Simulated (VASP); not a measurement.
Here is a VASP 6.6.1 calculation.

The input INCAR:

```
SYSTEM = TiC
ALGO = Normal
EDIFF = 1E-6
EDIFFG = -0.005
ENCUT = 600
GGA = PE
IBRION = 2
ISIF = 3
ISMEAR = -1
LASPH = .TRUE.
LCHARG = .FALSE.
LREAL = .FALSE.
LWAVE = .FALSE.
NELM = 80
NSW = 60
PREC = Accurate
PSTRESS = 3000.0
SIGMA = 0.05
```

The input KPOINTS:

```
k-points
0
G
  16 16 16
  0 0 0
```

Contents of POSCAR:

```
TiC
1.0
    2.3057965419      0.0000000000      0.0000000000
    0.0000000000      2.3057965419      0.0000000000
    0.0000000000      0.0000000000      2.3057965419
Ti C
1 1
Direct
    0.0000000000      0.0000000000      0.0000000000
    0.5000000000      0.5000000000      0.5000000000
```

Potentials or basis: VASP PAW PBE potentials, release 64 (Ti_sv, C).

Launch:

```bash
$ cat potpaw_PBE.64/Ti_sv/POTCAR potpaw_PBE.64/C/POTCAR > POTCAR
$ mpirun -np 1 vasp_std > vasp.out
```

Task: Estimate the relaxed cell.

Result: a = 2.286 Å, b = 2.286 Å, c = 2.286 Å, α = 90.00°, β = 90.00°, γ = 90.00°.

Task: Predict the space group after relaxing (to 0.1 Å).

Result: Pm-3m (No. 221).

Task: Predict the relaxed volume.

Result: 5.98 Å³/atom.

The path:
| step | energy change (eV) | largest force (eV/Å) | pressure (GPa) | volume (Å³) |
| --- | --- | --- | --- | --- |
| 1 | 0.0000 | 0.0000 | 271.90 | 12.26 |
| 2 | 4.1577 | 0.0000 | 485.33 | 10.45 |
| 3 | 0.5134 | 0.0000 | 298.14 | 11.97 |
| 4 | 0.5472 | 0.0000 | 300.02 | 11.95 |

Caveat: the cell is relaxed towards a set pressure, so the run minimises the enthalpy, not the energy.
